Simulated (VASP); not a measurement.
A run of VASP 6.6.1 is set up as follows.

The input INCAR:

```
SYSTEM = Au
ALGO     = Normal         ! electronic algorithm
EDIFF    = 1E-7           ! SCF threshold, eV
EDIFFG   = -0.005         ! ionic threshold
ENCUT    = 500            ! plane-wave cutoff, eV
GGA      = PS             ! functional
GGA_COMPAT= .False.      
IBRION   = 2              ! ionic algorithm
ISIF     = 3              ! what is computed and relaxed
ISMEAR   = -1             ! smearing method
LASPH    = .True.         ! aspherical terms in the spheres
LCHARG   = .False.        ! write CHGCAR
LREAL    = .False.        ! projectors in reciprocal space
LWAVE    = .False.        ! write WAVECAR
NELM     = 120            ! most SCF steps
NELMIN   = 4            
NSW      = 60             ! ionic steps
PREC     = Accurate       ! precision mode
PSTRESS  = 1700.0       
SIGMA    = 0.08           ! smearing width, eV
```

The input KPOINTS:

```
k-points
0
Gamma
  18 18 18
  0 0 0
```

Contents of POSCAR:

```
Au
1.0
   -2.2204875196      2.2204875196      1.2212681358
    2.2204875196     -2.2204875196      1.2212681358
    2.2204875196      2.2204875196     -1.2212681358
Au
2
Direct
   -0.3750000000     -0.1250000000     -0.2500000000
    0.3750000000      0.1250000000      0.2500000000
```

Potentials or basis: VASP PAW PBE potentials, release 64 (Au).

The run is started by

```sh
$ cat potpaw_PBE.64/Au/POTCAR > POTCAR
$ mpirun -np 1 vasp_std > vasp.out
```

(1) What does it give for the band gap on the k mesh?

(2) Predict the relaxed cell.

(3) What does it give for the space group after relaxing (to 0.1 Å)?

(4) Estimate the relaxed volume.

Results:

(1) zero (bands 11 and 12 overlap by 7.25 eV).

(2) a = 3.451 Å, b = 3.451 Å, c = 3.451 Å, α = 96.94°, β = 96.94°, γ = 139.32°.

(3) I4_1/amd (No. 141).

(4) 12.56 Å³/atom.

Caveat: the cell is relaxed towards a set pressure, so the run minimises the enthalpy, not the energy; the PAW data sets were made with another functional, which shifts forces and pressure a little; spin-orbit coupling is left out, which moves the levels of the heavy elements.
